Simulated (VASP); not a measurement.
# ZrC in VASP: further runs

Runs on ZrC. Level: PBE. Tasks: single point, relaxation of cell and atoms.

Everything below comes from runs of VASP 6.6.1. Logs are shortened: lines on timing, memory, paths and dates and some standing lists are left out, and cuts for length are marked.

## 1. The cell of the first run

The typed cell holds 6 atoms: a = 3.330 Å, b = 3.330 Å, c = 8.154 Å, α = 90.00°, β = 90.00°, γ = 120.00°.

## 2. Single point, PBE

INCAR

```
ALGO = Normal ; EDIFF = 1E-6
ENCUT = 520 ; GGA = PE
ISIF = 2 ; ISMEAR = 0
LASPH = True ; LCHARG = False
LREAL = False ; LWAVE = False
NBANDS = 33 ; NELM = 100
PREC = Accurate ; SIGMA = 0.1
```

KPOINTS

```
k-points
0
Gamma
  12 12 6
```

POSCAR

```
ZrC
1.0
    3.3302707086      0.0000002874      0.0000000000
   -1.6651356032      2.8840988914      0.0000000000
    0.0000000000      0.0000000000      8.1538885231
Zr C
3 3
Direct
    0.0000000000      0.0000000000      0.0000000000
    0.3333333333      0.6666666667      0.3333333333
    0.6666666667      0.3333333333      0.6666666667
    0.6666666667      0.3333333333      0.1666666667
    0.0000000000      0.0000000000      0.5000000000
    0.3333333333      0.6666666667      0.8333333333
```

Potentials or basis: VASP PAW PBE potentials, release 64 (Zr_sv, C).

On the command line:

```sh
> cat potpaw_PBE.64/Zr_sv/POTCAR potpaw_PBE.64/C/POTCAR > POTCAR
> mpirun -np 1 vasp_std > vasp.out
```

OUTCAR:

```text
EDIFF = 1E-6
   ENCUT = 520
   GGA = PE
   ISIF = 2
   ISMEAR = 0
   LASPH = True
   LREAL = False
   NELM = 100
   PREC = Accurate

 ion  position               nearest neighbor table
   1  0.000  0.000  0.000-   4 2.35   6 2.35   6 2.35   4 2.35   4 2.35   6 2.35   2 3.33   3 3.33
                             2 3.33   3 3.33   2 3.33   3 3.33
   2  0.333  0.667  0.333-   4 2.35   4 2.35   5 2.35   4 2.35   5 2.35   5 2.35   1 3.33   1 3.33
                             1 3.33   3 3.33   3 3.33   3 3.33
   3  0.667  0.333  0.667-   6 2.35   6 2.35   5 2.35   6 2.35   5 2.35   5 2.35   1 3.33   1 3.33
                             1 3.33   2 3.33   2 3.33   2 3.33
   4  0.667  0.333  0.167-   2 2.35   2 2.35   1 2.35   2 2.35   1 2.35   1 2.35
   5  0.000  0.000  0.500-   2 2.35   3 2.35   2 2.35   3 2.35   3 2.35   2 2.35
   6  0.333  0.667  0.833-   3 2.35   3 2.35   1 2.35   3 2.35   1 2.35   1 2.35

  LATTYP: Found a hexagonal cell.
 ALAT       =     3.3302707086
 C/A-ratio  =     2.4484161309

  Lattice vectors:

 A1 = (   3.3302707086,   0.0000002874,   0.0000000000)
 A2 = (  -1.6651356032,   2.8840988914,   0.0000000000)
 A3 = (   0.0000000000,   0.0000000000,   8.1538885231)

Analysis of symmetry for initial positions (statically):
=====================================================================
 Subroutine PRICEL returns following result:

  LATTYP: Found a trigonal (rhomboedric) cell.
 ALAT       =     3.3292976744
 COS(alpha) =     0.4997076931

  Lattice vectors:

 A1 = (   1.6651352710,   0.9613664889,  -2.7179628416)
 A2 = (   0.0000001661,  -1.9227326902,  -2.7179628408)
 A3 = (  -1.6651354371,   0.9613662012,  -2.7179628408)

   3 primitive cells build up your supercell.

 Routine SETGRP: Setting up the symmetry group for a
 hexagonal supercell.

 Subroutine GETGRP returns: Found 12 space group operations
 (whereof 12 operations were pure point group operations)
 out of a pool of 24 trial point group operations.

The static configuration has the point symmetry D_3d.

Analysis of symmetry for dynamics (positions and initial velocities):
=====================================================================
 Subroutine PRICEL returns following result:

  LATTYP: Found a trigonal (rhomboedric) cell.
 ALAT       =     3.3292976744
 COS(alpha) =     0.4997076931

  Lattice vectors:

 A1 = (   1.6651352710,   0.9613664889,  -2.7179628416)
 A2 = (   0.0000001661,  -1.9227326902,  -2.7179628408)
 A3 = (  -1.6651354371,   0.9613662012,  -2.7179628408)

   3 primitive cells build up your supercell.

 Routine SETGRP: Setting up the symmetry group for a
 hexagonal supercell.

 Subroutine GETGRP returns: Found 12 space group operations
 (whereof 12 operations were pure point group operations)
 out of a pool of 24 trial point group operations.

The dynamic configuration has the point symmetry D_3d.

 Subroutine INISYM returns: Found 12 space group operations
 (whereof 12 operations are pure point group operations),
 and found     3 'primitive' translations

----------------------------------------------------------------------------------------

                                     Primitive cell

  volume of cell :      26.1056

  direct lattice vectors                    reciprocal lattice vectors
     1.665135271  0.961366489 -2.717962842     0.300275875  0.173364392 -0.122640872
     0.000000166 -1.922732690 -2.717962841     0.000000030 -0.346728732 -0.122640872
    -1.665135437  0.961366201 -2.717962841    -0.300275905  0.173364340 -0.122640872

  length of vectors
     3.329297674  3.329297674  3.329297674     0.367779277  0.367779277  0.367779277

  position of ions in fractional coordinates (direct lattice)
     0.000000000  0.000000000  0.000000000
     0.500000000  0.500000000  0.500000000

  ion indices of the primitive-cell ions
   primitive index   ion index
                 1           1
                 2           4

----------------------------------------------------------------------------------------

 KPOINTS: k-points

Automatic generation of k-mesh.
 Grid dimensions read from file:
 generate k-points for:   12   12    6

 Generating k-lattice:

  Cartesian coordinates                     Fractional coordinates (reciprocal lattice)
     0.025022990  0.014447033  0.000000000     0.083333333  0.000000000  0.000000000
    -0.000000002  0.028894061  0.000000000     0.000000000  0.083333333  0.000000000
     0.000000000  0.000000000  0.020440145     0.000000000  0.000000000  0.166666667

  Length of vectors
     0.028894061  0.028894061  0.020440145

  Shift w.r.t. Gamma in fractional coordinates (k-lattice)
     0.000000000  0.000000000  0.000000000

 Subroutine IBZKPT returns following result:
 ===========================================

 Found    100 irreducible k-points:

 Following reciprocal coordinates:
            Coordinates               Weight
  0.000000  0.000000  0.000000      1.000000
  0.083333 -0.000000  0.000000      6.000000
  0.166667 -0.000000  0.000000      6.000000
  0.250000 -0.000000  0.000000      6.000000
  0.333333 -0.000000  0.000000      6.000000
  0.416667  0.000000  0.000000      6.000000
[... 16 lines left out ...]
  0.166667 -0.000000  0.166667      6.000000
  0.000000  0.166667  0.166667      6.000000
 [... further k-points ...]
   k-points           NKPTS =    100   k-points in BZ     NKDIM =    100   number of bands    NBANDS=     33
   number of dos      NEDOS =    301   number of ions     NIONS =      6
   total plane-waves  NPLWV =  50176
   dimension x,y,z NGX =    28 NGY =   28 NGZ =   64
   dimension x,y,z NGXF=    56 NGYF=   56 NGZF=  128
   ions per type =               3   3
   NGX,Y,Z   is equivalent  to a cutoff of  13.98, 13.98, 13.05 a.u.
   NGXF,Y,Z  is equivalent  to a cutoff of  27.96, 27.96, 26.10 a.u.
 SYSTEM =  unknown system
   PREC   = accura    normal or accurate (medium, high low for compatibility)
   ISTART =      0    job   : 0-new  1-cont  2-samecut
   ICHARG =      2    charge: 1-file 2-atom 10-const
   ISPIN  =      1    spin polarized calculation?
   LNONCOLLINEAR =      F non collinear calculations
   LSORBIT =      F    spin-orbit coupling
   LASPH  =      T    aspherical Exc in radial PAW
   ENCUT  =  520.0 eV  38.22 Ry    6.18 a.u.   6.19  6.19 15.16*2*pi/ulx,y,z
   NELM   =    100;   NELMIN=  2; NELMDL= -5     # of ELM steps
   EDIFF  = 0.1E-05   stopping-criterion for ELM
   LREAL  =      F    real-space projection
   EDIFFG = 0.1E-04   stopping-criterion for IOM
   NSW    =      0    number of steps for IOM
   IBRION =     -1    ionic relax: 0-MD 1-quasi-New 2-CG
   NFREE  =      0    steps in history (QN), initial steepest desc. (CG)
   ISIF   =      2    stress and relaxation
   ISYM   =      2    0-nonsym 1-usesym 2-fastsym
   POTIM  = 0.5000    time-step for ionic-motion
   TEBEG  =    0.0;   TEEND  =   0.0 temperature during run
   PSTRESS=    0.0 pullay stress
   NELECT =      48.0000    total number of electrons
   NUPDOWN=      -1.0000    fix difference up-down
   EMIN   =  10.00;   EMAX   =-10.00  energy-range for DOS
   EFERMI =   0.00;   METHOD = LEGACY
   ISMEAR =     0;   SIGMA  =   0.10  broadening in eV -4-tet -1-fermi 0-gaus
   EFERMI_NEDOS =   21; number of points for ismear=-14 and -15
   IALGO  =     38    algorithm
   IMIX   =      4    mixing-type and parameters
     AMIX     =   0.40;   BMIX     =  1.00
     AMIX_MAG =   1.60;   BMIX_MAG =  1.00
  volume/ion in A,a.u.               =      13.05        88.08
  Fermi-wavevector in a.u.,A,eV,Ry     =   1.390605  2.627862 26.310701  1.933782
  Thomas-Fermi vector in A             =   2.514524
   LORBIT       =      0    0 simple, 1 ext, 2 COOP (PROOUT), +10 PAW based schemes
   GGA     = PE    functional components
   LHFCALC =     F    Hartree Fock is set to
   AEXX    =    0.0000 exact exchange contribution
   IVDW    =     0    specifies the selected vdW correction
   LEPSILON=     F    determine dielectric tensor
   LRPA    =     F    only Hartree local field effects (RPA)
 non-spin polarized calculation
 Gauss-broadening in eV      SIGMA  =   0.10
  energy-cutoff  :      520.00
  volume of cell :       78.32
 maximum number of plane-waves:      2128
 NGX is ok and might be reduce to    28
   NGX = 13   NGY = 13   NGZ = 31

 number of electron      48.0000000 magnetization

 Free energy of the ion-electron system (eV)
  ---------------------------------------------------
  ext. energy  EPLUGINS =         0.00000000
  ---------------------------------------------------
  free energy    TOTEN  =       -58.38833926 eV

  energy without entropy =      -58.38484714  energy(sigma->0) =      -58.38659320

 E-fermi :   9.5697     XC(G=0): -12.1061

 val. band max:        9.5427971651   @ k =  -0.0000   0.4167   0.3333
 cond. band min:       9.5790765912   @ k =   0.0000   0.0833   0.1667
 fundamental gap:      0.0362794261
 Fermi energy:         9.5696606119

 k-point     1 :       0.0000    0.0000    0.0000
  band No.  band energies     occupation
      1     -38.5784      2.00000
      2     -38.5042      2.00000
      3     -38.5042      2.00000
      4     -16.9304      2.00000
      5     -16.9304      2.00000
      6     -16.3512      2.00000
[... 25 lines left out ...]
     32      12.9372      0.00000
     33      13.0211      0.00000

 k-point     2 :       0.0833   -0.0000    0.0000
  band No.  band energies     occupation
      1     -38.5725      2.00000
      2     -38.5007      2.00000
      3     -38.5005      2.00000
      4     -16.9214      2.00000
      5     -16.9203      2.00000
      6     -16.4065      2.00000
[... 25 lines left out ...]
     32      13.3073      0.00000
     33      13.4659      0.00000

 k-point     3 :       0.1667   -0.0000    0.0000
  band No.  band energies     occupation
      1     -38.5562      2.00000
      2     -38.4914      2.00000
      3     -38.4902      2.00000
      4     -16.9028      2.00000
      5     -16.8958      2.00000
      6     -16.5147      2.00000
[... 25 lines left out ...]
     32      13.9574      0.00000
     33      14.3623      0.00000

 k-point     4 :       0.2500   -0.0000    0.0000
  band No.  band energies     occupation
      1     -38.5331      2.00000
      2     -38.4796      2.00000
      3     -38.4760      2.00000
      4     -16.8986      2.00000
      5     -16.8882      2.00000
      6     -16.6593      2.00000
[... 25 lines left out ...]
     32      14.3321      0.00000
     33      14.9631      0.00000

 k-point     5 :       0.3333   -0.0000    0.0000
  band No.  band energies     occupation
      1     -38.5079      2.00000
      2     -38.4698      2.00000
      3     -38.4615      2.00000
      4     -16.9475      2.00000
      5     -16.9335      2.00000
      6     -16.8376      2.00000
[... 604 lines left out ...]
 k-point    22 :       0.0000    0.0833    0.1667
  band No.  band energies     occupation
      1     -38.5697      2.00000
      2     -38.5163      2.00000
      3     -38.4878      2.00000
      4     -17.0202      2.00000
      5     -16.7959      2.00000
      6     -16.4138      2.00000
[... 25 lines left out ...]
     32      13.1703      0.00000
     33      13.2101      0.00000

 k-point    23 :       0.1667   -0.0000    0.1667
  band No.  band energies     occupation
      1     -38.5534      2.00000
      2     -38.5058      2.00000
      3     -38.4787      2.00000
      4     -16.9838      2.00000
      5     -16.8039      2.00000
      6     -16.4865      2.00000
[... 25 lines left out ...]
     32      13.8924      0.00000
     33      14.2372      0.00000

 k-point    24 :       0.0000    0.1667    0.1667
  band No.  band energies     occupation
      1     -38.5539      2.00000
      2     -38.5045      2.00000
      3     -38.4795      2.00000
      4     -16.9742      2.00000
      5     -16.7996      2.00000
      6     -16.5278      2.00000
[... 25 lines left out ...]
     32      14.0318      0.00000
     33      14.3909      0.00000

 [... further k-points ...]

------------------------ aborting loop because EDIFF is reached ----------------------------------------

  FORCE on cell =-STRESS in cart. coord.  units (eV):
  Direction    XX          YY          ZZ          XY          YZ          ZX
  --------------------------------------------------------------------------------------
  -------------------------------------------------------------------------------------
  Total        0.1117065      0.1117065      0.1087389     -0.0000000     -0.0000000      0.0000000
  in kB        2.2852547      2.2852547      2.2245438     -0.0000000     -0.0000000      0.0000000
  external PRESSURE =       2.2650178 kB  Pullay stress =       0.0000000 kB

 VOLUME and BASIS-vectors are now :
 -----------------------------------------------------------------------------
  energy-cutoff  :      520.00
  volume of cell :       78.32
      direct lattice vectors                 reciprocal lattice vectors
     3.330270709  0.000000287  0.000000000     0.300275875  0.173364392  0.000000000
    -1.665135603  2.884098891  0.000000000    -0.000000030  0.346728732  0.000000000
     0.000000000  0.000000000  8.153888523     0.000000000  0.000000000  0.122640872

 POSITION                                       TOTAL-FORCE (eV/Angst)
 -----------------------------------------------------------------------------------
      0.00000      0.00000      0.00000         0.000000      0.000000     -0.000000
     -0.00000      1.92273      2.71796         0.000000      0.000000     -0.000000
      1.66514      0.96137      5.43593        -0.000000     -0.000000     -0.000000
      1.66514      0.96137      1.35898        -0.000000     -0.000000     -0.000000
      0.00000      0.00000      4.07694        -0.000000     -0.000000     -0.000000
     -0.00000      1.92273      6.79491        -0.000000     -0.000000      0.000000
 -----------------------------------------------------------------------------------
    total drift:                               -0.000000      0.000000     -0.000000

  FREE ENERGIE OF THE ION-ELECTRON SYSTEM (eV)
  ---------------------------------------------------
  free  energy   TOTEN  =       -58.3883392570 eV

  energy  without entropy=      -58.3848471374  energy(sigma->0) =      -58.38659320
```

Wall time 2.4 min (1 thread of Intel Xeon 6975P-C (Granite Rapids), shared host); peak memory 0.35 GiB.

What came out:

| Item | Value |
| --- | --- |
| Free energy | -58.3883 eV |
| Pressure | 0.2 GPa |
| Band gap on the k mesh | zero (band 24 reaches 10.49 eV, above the bottom of band 25 at 9.18 eV) |

## 3. Relaxation of cell and atoms, PBE

This run uses another cell than the first one, of 13.23 Å³/atom, 1.013 times its volume.

INCAR

```
SYSTEM = ZrC
  PREC = Accurate
  ENCUT = 600
  EDIFF = 1E-6
  ISMEAR = 0
  SIGMA = 0.1
  LREAL = .False.
  LASPH = .True.
  NELM = 100
  ALGO = Normal
  ISIF = 3
  LWAVE = .False.
  LCHARG = .False.
  GGA = PE
  IBRION = 2
  NSW = 100
  EDIFFG = -0.005
```

KPOINTS

```
regular mesh
0
Gamma
  12 12 6
  0 0 0
```

POSCAR

```
ZrC
1.0
    3.3446150000      0.0000000000      0.0000000000
   -1.6723080000      2.8965220000      0.0000000000
    0.0000000000      0.0000000000      8.1926000000
Zr C
3 3
Direct
    0.0000000000      0.0000000000      0.0000000000
    0.3333333300      0.6666666700      0.3333333300
    0.6666666700      0.3333333300      0.6666666700
    0.6666666700      0.3333333300      0.1666666700
    0.0000000000      0.0000000000      0.5000000000
    0.3333333300      0.6666666700      0.8333333300
```

Potentials or basis: VASP PAW PBE potentials, release 64 (Zr_sv, C).

On the command line:

```sh
> cat potpaw_PBE.64/Zr_sv/POTCAR potpaw_PBE.64/C/POTCAR > POTCAR
> mpirun -np 1 vasp_std > vasp.out
```

It took 7.4 min on 1 thread of Intel Xeon 6975P-C (Granite Rapids), shared host; peak memory 0.4 GiB.

Results (log left out):

- Free energy: -58.3920 eV
- Relaxed volume: 13.06 Å³/atom
- Relaxed cell: a = 3.331 Å, b = 3.331 Å, c = 8.157 Å, α = 90.00°, β = 90.00°, γ = 120.00°
- Space group after relaxing (to 0.05 Å): Fm-3m (No. 225)
- Energy gained by relaxing: 1.5 meV/atom
- Ionic steps: 3
- Pressure after relaxing: 0.0 GPa
- Band gap on the k mesh: zero (band 24 reaches 10.48 eV, above the bottom of band 25 at 9.17 eV)

The path:
| step | energy change (eV) | largest force (eV/Å) | pressure (GPa) | volume (Å³) |
| --- | --- | --- | --- | --- |
| 1 | 0.0000 | 0.0000 | -2.75 | 79.37 |
| 2 | 0.0141 | 0.0000 | 4.71 | 76.79 |
| 3 | -0.0087 | 0.0000 | 0.01 | 78.37 |

Final structure:
```
Zr C
1.0
     3.33079    0.00000    0.00000
    -1.66539    2.88455    0.00000
     0.00000    0.00000    8.15697
Zr C
3 3
Direct
  0.00000 0.00000 0.00000
  0.33333 0.66667 0.33333
  0.66667 0.33333 0.66667
  0.66667 0.33333 0.16667
  0.00000 0.00000 0.50000
  0.33333 0.66667 0.83333
```

Levels at points of the mesh, in eV from the Fermi level:
| k point | band 20 | band 21 | band 22 | band 23 | band 24 | band 25 | band 26 | band 27 | band 28 |
| --- | --- | --- | --- | --- | --- | --- | --- | --- | --- |
| (0.00, 0.00, 0.00) | -2.41 | -2.41 | 0.92 | 0.92 | 0.92 | 1.07 | 1.07 | 1.07 | 2.77 |
| (0.50, 0.00, 0.00) | -2.39 | -2.39 | -2.09 | -1.76 | 0.03 | 0.03 | 2.69 | 2.69 | 4.40 |
| (0.00, 0.00, 0.50) | -1.44 | -0.90 | -0.90 | -0.90 | -0.90 | 1.83 | 1.83 | 1.83 | 1.83 |
| (0.50, 0.00, 0.50) | -2.81 | -2.16 | -2.16 | -1.01 | -1.01 | 0.67 | 0.67 | 4.45 | 4.45 |
